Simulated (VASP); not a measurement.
# LiTl2B6 (Fm-3m) in VASP: density of states with PBE

Aim: the density of states of LiTl2B6 with PBE.

Everything below comes from runs of VASP 6.6.1. Logs are shortened: lines on timing, memory, paths and dates and some standing lists are left out, and cuts for length are marked.

## (1) The cell of the first run

The structure is cubic, space group Fm-3m (No. 225). The conventional cell has a = 8.467 Å, b = 8.467 Å, c = 8.467 Å, α = 90.00°, β = 90.00°, γ = 90.00°. Li (site symmetry m-3m) has 6 B at 3.01 Å and 8 Tl at 3.67 Å within 4.0 Å. Within 4.1 Å of Tl (site symmetry -43m) lie 12 B at 3.12 Å and 4 Li at 3.67 Å. Within 2.3 Å of B (site symmetry 4mm) lie 4 B at 1.73 Å.

## (2) Density of states, PBE

Input file POSCAR:

```
LiTl2B6
1.0
    0.0000000000      4.2335421210      4.2335421210
    4.2335421210      0.0000000000      4.2335421210
    4.2335421210      4.2335421210      0.0000000000
Li Tl B
1 2 6
Direct
    0.0000000000      0.0000000000      0.0000000000
    0.7500000000      0.7500000000      0.7500000000
    0.2500000000      0.2500000000      0.2500000000
    0.6446501898      0.6446501898      0.3553498102
    0.3553498102      0.6446501898      0.3553498102
    0.6446501898      0.3553498102      0.3553498102
    0.3553498102      0.3553498102      0.6446501898
    0.6446501898      0.3553498102      0.6446501898
    0.3553498102      0.6446501898      0.6446501898
```

Input file INCAR.step1:

```
SYSTEM = LiTl2B6
ALGO = Normal
EDIFF = 1E-6
ENCUT = 520
GGA = PE
ISIF = 2
ISMEAR = 0
LASPH = .TRUE.
LCHARG = .TRUE.
LREAL = .FALSE.
LWAVE = .FALSE.
NBANDS = 34
NELM = 100
PREC = Accurate
SIGMA = 0.1
```

Input file KPOINTS.step1:

```
k-points
0
G
  8 8 8
  0 0 0
```

Input file INCAR.step2:

```
SYSTEM = LiTl2B6
ALGO = Normal
EDIFF = 1E-6
ENCUT = 520
GGA = PE
ICHARG = 11
ISIF = 2
ISMEAR = -5
LASPH = .TRUE.
LCHARG = .FALSE.
LORBIT = 11
LREAL = .FALSE.
LWAVE = .FALSE.
NBANDS = 34
NEDOS = 2001
NELM = 100
PREC = Accurate
SIGMA = 0.1
```

Input file KPOINTS.step2:

```
k-points
0
G
  12 12 12
  0 0 0
```

Potentials or basis: VASP PAW PBE potentials, release 64 (Li_sv, Tl_d, B).

Run with:

```
$ cat potpaw_PBE.64/Li_sv/POTCAR potpaw_PBE.64/Tl_d/POTCAR potpaw_PBE.64/B/POTCAR > POTCAR
$ cp INCAR.step1 INCAR
$ cp KPOINTS.step1 KPOINTS
$ mpirun -np 1 vasp_std > vasp.out
$ cp INCAR.step2 INCAR
$ cp KPOINTS.step2 KPOINTS
$ mpirun -np 1 vasp_std > vasp.out
```

OUTCAR:

```text
SYSTEM = LiTl2B6
   EDIFF = 1E-6
   ENCUT = 520
   GGA = PE
   ICHARG = 11
   ISIF = 2
   ISMEAR = -5
   LASPH = .TRUE.
   LORBIT = 11
   LREAL = .FALSE.
   NELM = 100
   PREC = Accurate

 ion  position               nearest neighbor table
   1  0.000  0.000  0.000-
   2  0.750  0.750  0.750-   5 3.12   7 3.12   9 3.12   6 3.12   7 3.12   8 3.12   4 3.12   5 3.12
                             6 3.12   4 3.12   8 3.12   9 3.12
   3  0.250  0.250  0.250-   7 3.12   8 3.12   9 3.12   4 3.12   5 3.12   9 3.12   4 3.12   6 3.12
                             8 3.12   5 3.12   6 3.12   7 3.12
   4  0.645  0.645  0.355-   5 1.73   6 1.73   8 1.73   9 1.73   3 3.12   3 3.12   2 3.12   2 3.12

   5  0.355  0.645  0.355-   4 1.73   6 1.73   7 1.73   9 1.73   3 3.12   2 3.12   2 3.12   3 3.12

   6  0.645  0.355  0.355-   4 1.73   5 1.73   7 1.73   8 1.73   3 3.12   2 3.12   2 3.12   3 3.12

   7  0.355  0.355  0.645-   5 1.73   6 1.73   8 1.73   9 1.73   3 3.12   2 3.12   2 3.12   3 3.12

   8  0.645  0.355  0.645-   4 1.73   6 1.73   7 1.73   9 1.73   3 3.12   3 3.12   2 3.12   2 3.12

   9  0.355  0.645  0.645-   4 1.73   5 1.73   7 1.73   8 1.73   3 3.12   3 3.12   2 3.12   2 3.12

  LATTYP: Found a face centered cubic cell.
 ALAT       =     8.4670842420

  Lattice vectors:

 A1 = (   0.0000000000,   4.2335421210,   4.2335421210)
 A2 = (   4.2335421210,   0.0000000000,   4.2335421210)
 A3 = (   4.2335421210,   4.2335421210,   0.0000000000)

Analysis of symmetry for initial positions (statically):
=====================================================================
 Subroutine PRICEL returns:
 Original cell was already a primitive cell.

 Routine SETGRP: Setting up the symmetry group for a
 face centered cubic supercell.

 Subroutine GETGRP returns: Found 48 space group operations
[... 9 lines left out ...]

 Routine SETGRP: Setting up the symmetry group for a
 face centered cubic supercell.

 Subroutine GETGRP returns: Found 48 space group operations
[... 11 lines left out ...]
                                     Primitive cell

  volume of cell :     151.7545

  direct lattice vectors                    reciprocal lattice vectors
     0.000000000  4.233542121  4.233542121    -0.118104411  0.118104411  0.118104411
     4.233542121  0.000000000  4.233542121     0.118104411 -0.118104411  0.118104411
     4.233542121  4.233542121  0.000000000     0.118104411  0.118104411 -0.118104411

  length of vectors
     5.987132684  5.987132684  5.987132684     0.204562841  0.204562841  0.204562841

  position of ions in fractional coordinates (direct lattice)
     0.000000000  0.000000000  0.000000000
     0.750000000  0.750000000  0.750000000
     0.250000000  0.250000000  0.250000000
     0.644650190  0.644650190  0.355349810
     0.355349810  0.644650190  0.355349810
     0.644650190  0.355349810  0.355349810
     0.355349810  0.355349810  0.644650190
     0.644650190  0.355349810  0.644650190
     0.355349810  0.644650190  0.644650190

  ion indices of the primitive-cell ions
   primitive index   ion index
                 1           1
                 2           2
                 3           3
                 4           4
                 5           5
                 6           6
                 7           7
                 8           8
                 9           9

----------------------------------------------------------------------------------------

 KPOINTS: k-points

Automatic generation of k-mesh.
 Grid dimensions read from file:
 generate k-points for:   12   12   12

 Generating k-lattice:

  Cartesian coordinates                     Fractional coordinates (reciprocal lattice)
    -0.009842034  0.009842034  0.009842034     0.083333333  0.000000000  0.000000000
     0.009842034 -0.009842034  0.009842034     0.000000000  0.083333333  0.000000000
     0.009842034  0.009842034 -0.009842034     0.000000000  0.000000000  0.083333333

  Length of vectors
     0.017046903  0.017046903  0.017046903

  Shift w.r.t. Gamma in fractional coordinates (k-lattice)
     0.000000000  0.000000000  0.000000000

 TETIRR: Found    247 inequivalent tetrahedra from    10368

 Subroutine IBZKPT returns following result:
 ===========================================

 Found     72 irreducible k-points:

 Following reciprocal coordinates:
            Coordinates               Weight
  0.000000  0.000000  0.000000      1.000000
  0.083333  0.000000  0.000000      8.000000
  0.166667  0.000000  0.000000      8.000000
  0.250000  0.000000  0.000000      8.000000
  0.333333  0.000000  0.000000      8.000000
  0.416667  0.000000  0.000000      8.000000
[... 16 lines left out ...]
  0.500000  0.166667  0.000000     24.000000
 -0.416667  0.166667  0.000000     24.000000
 [... further k-points ...]
   k-points           NKPTS =     72   k-points in BZ     NKDIM =     72   number of bands    NBANDS=     34
   number of dos      NEDOS =   2001   number of ions     NIONS =      9
   total plane-waves  NPLWV = 110592
   dimension x,y,z NGX =    48 NGY =   48 NGZ =   48
   dimension x,y,z NGXF=    96 NGYF=   96 NGZF=   96
   ions per type =               1   2   6
   NGX,Y,Z   is equivalent  to a cutoff of  13.33, 13.33, 13.33 a.u.
   NGXF,Y,Z  is equivalent  to a cutoff of  26.66, 26.66, 26.66 a.u.
 SYSTEM =  LiTl2B6
   PREC   = accura    normal or accurate (medium, high low for compatibility)
   ISTART =      0    job   : 0-new  1-cont  2-samecut
   ICHARG =     11    charge: 1-file 2-atom 10-const
   ISPIN  =      1    spin polarized calculation?
   LNONCOLLINEAR =      F non collinear calculations
   LSORBIT =      F    spin-orbit coupling
   LASPH  =      T    aspherical Exc in radial PAW
   ENCUT  =  520.0 eV  38.22 Ry    6.18 a.u.  11.13 11.13 11.13*2*pi/ulx,y,z
   NELM   =    100;   NELMIN=  2; NELMDL=  0     # of ELM steps
   EDIFF  = 0.1E-05   stopping-criterion for ELM
   LREAL  =      F    real-space projection
   EDIFFG = 0.1E-04   stopping-criterion for IOM
   NSW    =      0    number of steps for IOM
   IBRION =     -1    ionic relax: 0-MD 1-quasi-New 2-CG
   NFREE  =      0    steps in history (QN), initial steepest desc. (CG)
   ISIF   =      2    stress and relaxation
   ISYM   =      2    0-nonsym 1-usesym 2-fastsym
   POTIM  = 0.5000    time-step for ionic-motion
   TEBEG  =    0.0;   TEEND  =   0.0 temperature during run
   PSTRESS=    0.0 pullay stress
   NELECT =      47.0000    total number of electrons
   NUPDOWN=      -1.0000    fix difference up-down
   EMIN   =  10.00;   EMAX   =-10.00  energy-range for DOS
   EFERMI =   0.00;   METHOD = LEGACY
   ISMEAR =    -5;   SIGMA  =   0.10  broadening in eV -4-tet -1-fermi 0-gaus
   EFERMI_NEDOS =   21; number of points for ismear=-14 and -15
   IALGO  =     38    algorithm
   IMIX   =      4    mixing-type and parameters
     AMIX     =   0.40;   BMIX     =  1.00
     AMIX_MAG =   1.60;   BMIX_MAG =  1.00
  volume/ion in A,a.u.               =      16.86       113.79
  Fermi-wavevector in a.u.,A,eV,Ry     =   1.107627  2.093112 16.692141  1.226838
  Thomas-Fermi vector in A             =   2.244144
   LORBIT       =     11    0 simple, 1 ext, 2 COOP (PROOUT), +10 PAW based schemes
   GGA     = PE    functional components
   LHFCALC =     F    Hartree Fock is set to
   AEXX    =    0.0000 exact exchange contribution
   IVDW    =     0    specifies the selected vdW correction
   LEPSILON=     F    determine dielectric tensor
   LRPA    =     F    only Hartree local field effects (RPA)
 non-spin polarized calculation
 Fermi weights with tetrahedron method with Bloechl corrections
  energy-cutoff  :      520.00
  volume of cell :      151.75
 maximum number of plane-waves:      4128
 NGX is ok and might be reduce to    48

 number of electron      46.9999995 magnetization

 Free energy of the ion-electron system (eV)
  ---------------------------------------------------
  ext. energy  EPLUGINS =         0.00000000
  ---------------------------------------------------
  free energy    TOTEN  =       -37.83483633 eV

  energy without entropy =      -37.83483633  energy(sigma->0) =      -37.83483633

 E-fermi :   3.0938     XC(G=0):  -9.2351

 val. band max:        3.0946781899   @ k =   0.5000   0.3333   0.0000
 cond. band min:       3.0592461170   @ k =   0.4167   0.3333   0.0000
 fundamental gap:     -0.0354320729
 Fermi energy:         3.0937734064

 k-point     1 :       0.0000    0.0000    0.0000
  band No.  band energies     occupation
      1     -43.3993      2.00000
      2     -11.6859      2.00000
      3      -7.5564      2.00000
      4      -7.5564      2.00000
      5      -7.5564      2.00000
      6      -7.4912      2.00000
[... 26 lines left out ...]
     33       7.7690      0.00000
     34       8.1495      0.00000

 k-point     2 :       0.0833    0.0000    0.0000
  band No.  band energies     occupation
      1     -43.3994      2.00000
      2     -11.6837      2.00000
      3      -7.5535      2.00000
      4      -7.5535      2.00000
      5      -7.5484      2.00000
      6      -7.4882      2.00000
[... 26 lines left out ...]
     33       7.8886      0.00000
     34       8.1671      0.00000

 k-point     3 :       0.1667    0.0000    0.0000
  band No.  band energies     occupation
      1     -43.3994      2.00000
      2     -11.6777      2.00000
      3      -7.5451      2.00000
      4      -7.5451      2.00000
      5      -7.5254      2.00000
      6      -7.4796      2.00000
[... 26 lines left out ...]
     33       8.1962      0.00000
     34       8.4673      0.00000
[... 704 lines left out ...]
 k-point    23 :       0.5000    0.1667    0.0000
  band No.  band energies     occupation
      1     -43.3994      2.00000
      2     -11.6505      2.00000
      3      -7.4926      2.00000
      4      -7.4882      2.00000
      5      -7.4427      2.00000
      6      -7.4392      2.00000
[... 26 lines left out ...]
     33       8.9183      0.00000
     34       9.3312      0.00000

 k-point    24 :      -0.4167    0.1667    0.0000
  band No.  band energies     occupation
      1     -43.3994      2.00000
      2     -11.6499      2.00000
      3      -7.4953      2.00000
      4      -7.4815      2.00000
      5      -7.4456      2.00000
      6      -7.4370      2.00000
[... 26 lines left out ...]
     33       8.9276      0.00000
     34       9.4883      0.00000

 [... further k-points ...]
[... 5 lines left out ...]
  --------------------------------------------------------------------------------------
  -------------------------------------------------------------------------------------
  Total        0.1176633      0.1176633      0.1176633     -0.0000000     -0.0000000      0.0000000
  in kB        1.2422532      1.2422532      1.2422532     -0.0000000     -0.0000000      0.0000000
  external PRESSURE =       1.2422532 kB  Pullay stress =       0.0000000 kB

 VOLUME and BASIS-vectors are now :
 -----------------------------------------------------------------------------
  energy-cutoff  :      520.00
  volume of cell :      151.75
      direct lattice vectors                 reciprocal lattice vectors
     0.000000000  4.233542121  4.233542121    -0.118104411  0.118104411  0.118104411
     4.233542121  0.000000000  4.233542121     0.118104411 -0.118104411  0.118104411
     4.233542121  4.233542121  0.000000000     0.118104411  0.118104411 -0.118104411

 POSITION                                       TOTAL-FORCE (eV/Angst)
 -----------------------------------------------------------------------------------
      0.00000      0.00000      0.00000        -0.000000      0.000000      0.000000
      6.35031      6.35031      6.35031        -0.000000      0.000000      0.000000
      2.11677      2.11677      2.11677        -0.000000      0.000000      0.000000
      4.23354      4.23354      5.45831        -0.000000      0.000000      0.002021
      4.23354      3.00878      4.23354        -0.000000     -0.002021      0.000000
      3.00878      4.23354      4.23354        -0.002021      0.000000      0.000000
      4.23354      4.23354      3.00878        -0.000000      0.000000     -0.002021
      4.23354      5.45831      4.23354        -0.000000      0.002021      0.000000
      5.45831      4.23354      4.23354         0.002021      0.000000      0.000000
 -----------------------------------------------------------------------------------
    total drift:                                0.000000     -0.000000      0.000000

  FREE ENERGIE OF THE ION-ELECTRON SYSTEM (eV)
  ---------------------------------------------------
  free  energy   TOTEN  =       -37.8348363278 eV

  energy  without entropy=      -37.8348363278  energy(sigma->0) =      -37.83483633

 total charge

# of ion       s       p       d       tot
------------------------------------------
    1        2.008   0.027   0.000   2.036
    2        1.264   0.225   9.665  11.155
    3        1.264   0.225   9.665  11.155
    4        0.726   1.136   0.000   1.862
    5        0.726   1.136   0.000   1.862
    6        0.726   1.136   0.000   1.862
    7        0.726   1.136   0.000   1.862
    8        0.726   1.136   0.000   1.862
    9        0.726   1.136   0.000   1.862
--------------------------------------------------
tot          8.896   7.293  19.331  35.520
```

Run time: 4.8 min. Hardware: 1 thread of Intel Xeon 6975P-C (Granite Rapids), shared host; peak memory 0.5 GiB.

What came out:

| Quantity | Value |
| --- | --- |
| Valence electrons inside the program's atomic spheres | Li 2.04; Tl 11.15; B 1.86 |

Levels at points of the mesh, in eV from the Fermi level:
```
           k point  band 19  band 20  band 21  band 22  band 23  band 24  band 25  band 26  band 27  band 28
(0.00, 0.00, 0.00)    -3.30    -3.30    -0.59    -0.59     0.18     0.18     0.18     0.32     4.17     4.17
(0.50, 0.00, 0.00)    -2.94    -2.73    -1.15    -1.15    -0.91    -0.39     1.09     1.09     2.45     2.45
(0.50, 0.50, 0.00)    -2.38    -2.38    -1.63    -0.52    -0.49    -0.49    -0.42     1.31     3.33     3.33
```

Caveat: the cutoff is under 1.25 times the usual one of these potentials, so pressure, stress and relaxed cells hold a basis-set (Pulay) error; spin-orbit coupling is left out, which moves the levels of the heavy elements; tetrahedron occupations give inexact forces and stress in metals.
